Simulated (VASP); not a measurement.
**Si3Mo: single point with PBE**

Si3Mo:

```xyz
4
Lattice="0.0000 3.0626 3.0626 3.0626 0.0000 3.0626 3.0626 3.0626 0.0000" Properties=species:S:1:pos:R:3 pbc="T T T"
Si    1.5313    1.5313    1.5313
Si    3.0626    3.0626    3.0626
Si    4.5938    4.5938    4.5938
Mo    0.0000    0.0000    0.0000
```

| Quantity | Value |
| --- | --- |
| Program | VASP 6.6.1 |
| Task | single point |
| Functional | PBE |
| Potentials or basis | VASP PAW PBE potentials, release 64 (Si, Mo_sv) |
| Cutoff | 520 eV |
| k mesh | 4 × 4 × 4 |
| Occupations | gaussian, width 0.1 eV |
| Spin | no spin polarisation |
| Dipole correction | no |
| Further INCAR settings | ALGO = Normal; EDIFF = 1e-07; NBANDS = 21 |

```json
{"Pressure": "0.1 GPa", "Band gap on the k mesh": "zero (band 13 reaches 11.11 eV, above the bottom of band 14 at 9.23 eV)"}
```

Levels at points of the mesh, in eV from the Fermi level:
| k point | band 9 | band 10 | band 11 | band 12 | band 13 | band 14 | band 15 | band 16 | band 17 | band 18 |
| --- | --- | --- | --- | --- | --- | --- | --- | --- | --- | --- |
| (0.00, 0.00, 0.00) | -3.29 | -1.62 | -1.62 | -1.62 | -1.47 | -1.47 | -0.58 | 3.28 | 3.28 | 3.28 |
| (0.50, 0.00, 0.00) | -3.86 | -1.87 | -1.34 | -1.34 | -1.01 | -1.01 | 3.13 | 3.13 | 3.88 | 4.67 |
| (0.50, 0.50, 0.00) | -5.00 | -2.52 | -1.01 | -1.01 | -0.30 | 1.58 | 3.34 | 4.94 | 4.94 | 5.35 |

It took 5.5 s on 1 thread of AMD EPYC 9R45 96-Core Processor (Zen 5) (shared host), peak memory 0.14 GiB.

Caveat: the k points lie up to 0.44 Å⁻¹ apart.
